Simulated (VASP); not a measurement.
La6N, 7 atoms in the cell. The structure is trigonal, space group P-3m1 (No. 164). Conventional cell: a = 3.579 Å, b = 3.579 Å, c = 17.908 Å, α = 90.00°, β = 90.00°, γ = 120.00°. Within 4.6 Å of La (site symmetry 3m) lie 12 La at 3.49 to 3.58 Å. La (site symmetry 3m) has 3 N at 2.51 Å within 3.3 Å. La (site symmetry 3m) has 12 La at 3.49 to 3.87 Å within 4.6 Å. Within 3.3 Å of N (site symmetry -3m) lie 6 La at 2.51 Å.  This cell differs from its parent crystal: volume scaled by 0.88, then relaxed in part.

```yaml
Program: VASP 6.6.1
Task: single point
Functional: PBE
Potentials_or_basis: VASP PAW PBE potentials, release 64 (La, N)
Cutoff: 520 eV
k_mesh: 12 × 12 × 2
Occupations: gaussian, width 0.1 eV
Spin: no spin polarisation
Dipole_correction: no
Further_INCAR_settings: ALGO = Normal; EDIFF = 1e-06; NBANDS = 44
```

Potentials or basis: VASP PAW PBE potentials, release 64 (La, N).

Command:

```console
$ cat potpaw_PBE.64/La/POTCAR potpaw_PBE.64/N/POTCAR > POTCAR
$ mpirun -np 1 vasp_std > vasp.out
```

Hardware: 1 thread of AMD EPYC 7R13 (shared host).

Problem. Estimate the wall time of this run.

Solution. It took 12 min on 1 thread of AMD EPYC 7R13, with other jobs on the host, peak memory 0.49 GiB. Counts: scf iterations 19, k points 38.
